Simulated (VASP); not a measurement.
Set up this calculation in VASP 6.6.1, as the native input.

```
Task                   : single point
Functional             : PBE
Potentials or basis    : VASP PAW PBE potentials, release 64 (Pb_d, I)
Cutoff                 : 500 eV
k mesh                 : 4 × 4 × 3
Occupations            : gaussian, width 0.01 eV
Spin                   : no spin polarisation
Dipole correction      : no
Further INCAR settings : ALGO = Normal; EDIFF = 1e-06; NBANDS = 21
```

The structure of PbI2 lies in POSCAR:

```
PbI2
1.0
    4.5550000000      0.0000000000      0.0000000000
   -2.2775000000      3.9447460000      0.0000000000
    0.0000000000      0.0000000000      6.9770000000
Pb I
1 2
Direct
    0.0000000000      0.0000000000      0.0000000000
    0.3333333333      0.6666666667      0.2650000000
    0.6666666667      0.3333333333      0.7350000000
```

One way to write it, as run:

INCAR

```
ALGO = Normal ; EDIFF = 1E-6
ENCUT = 500 ; GGA = PE
GGA_COMPAT = F ; ISIF = 2
ISMEAR = 0 ; LASPH = T
LCHARG = F ; LREAL = F
LWAVE = F ; NBANDS = 21
NELM = 120 ; PREC = Accurate
SIGMA = 0.01
```

KPOINTS

```
k-points
0
Gamma
  4 4 3
```

Potentials or basis: VASP PAW PBE potentials, release 64 (Pb_d, I).

Command:

```bash
$ cat potpaw_PBE.64/Pb_d/POTCAR potpaw_PBE.64/I/POTCAR > POTCAR
$ mpirun -np 1 vasp_std > vasp.out
```

It gave:

| Item | Value |
| --- | --- |
| Pressure | 1.8 GPa |
| Largest force | 0.178 eV/Å |
| Band gap on the k mesh | 2.40 eV, direct |

Caveat: spin-orbit coupling is left out, which moves the levels of the heavy elements; this functional lacks dispersion, which binds the layers, so the pressure and a relaxed spacing across them are unreliable.

Run time: 42 s on 1 thread of AMD EPYC 7R43 64-Core Processor (Zen 3), on a shared host, peak memory 0.2 GiB.
